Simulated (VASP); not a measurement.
Wanted: the native input for a VASP 6.6.1 run.

```
Task                   : single point
Functional             : r2SCAN
Potentials or basis    : VASP PAW PBE potentials, release 64 (Ir_sv_GW)
Cutoff                 : 620 eV
k mesh                 : 18 × 18 × 18
Occupations            : gaussian, width 0.1 eV
Spin                   : no spin polarisation
Dipole correction      : no
Further INCAR settings : ALGO = Normal; EDIFF = 1e-06; NBANDS = 14
```

Crystal: Ir.

```
Ir
1.0
     0.00000    1.88284    1.88284
     1.88284    0.00000    1.88284
     1.88284    1.88284    0.00000
Ir
1
Direct
  0.00000 0.00000 0.00000
```

The input as run:

POSCAR

```
Ir
1.0
    0.0000000000      1.8828426517      1.8828426517
    1.8828426517      0.0000000000      1.8828426517
    1.8828426517      1.8828426517      0.0000000000
Ir
1
Direct
    0.0000000000      0.0000000000      0.0000000000
```

INCAR.step1

```
SYSTEM = Ir
  ALGO = Normal
  EDIFF = 1E-5
  ENCUT = 620
  GGA = PE
  GGA_COMPAT = .FALSE.
  ISMEAR = 0
  LASPH = .TRUE.
  LCHARG = .FALSE.
  LREAL = .FALSE.
  LWAVE = .TRUE.
  NBANDS = 14
  NELM = 120
  PREC = Accurate
  SIGMA = 0.1
```

INCAR.step2

```
SYSTEM = Ir
  ALGO = Normal
  EDIFF = 1E-6
  ENCUT = 620
  GGA_COMPAT = .FALSE.
  ISIF = 2
  ISMEAR = 0
  ISTART = 1
  LASPH = .TRUE.
  LCHARG = .FALSE.
  LMIXTAU = .TRUE.
  LREAL = .FALSE.
  LWAVE = .FALSE.
  METAGGA = R2SCAN
  NBANDS = 14
  NELM = 120
  PREC = Accurate
  SIGMA = 0.1
```

KPOINTS

```
k-points
0
G
  18 18 18
  0 0 0
```

Potentials or basis: VASP PAW PBE potentials, release 64 (Ir_sv_GW).

Command:

```sh
$ cat potpaw_PBE.64/Ir_sv_GW/POTCAR > POTCAR
$ cp INCAR.step1 INCAR
$ mpirun -np 1 vasp_std > vasp.out
$ cp INCAR.step2 INCAR
$ mpirun -np 1 vasp_std > vasp.out
```

It gave:

```
Pressure               : 26.3 GPa
Band gap on the k mesh : zero (an odd number of electrons rules out a gap without spin polarisation)
```

Caveat: the cell stands under pressure; the PAW data sets were made with another functional, which shifts forces and pressure a little; spin-orbit coupling is left out, which moves the levels of the heavy elements.

It took 100 s on 1 thread of Intel(R) Xeon(R) Platinum 8559C (Emerald Rapids) (shared host), peak memory 0.19 GiB.
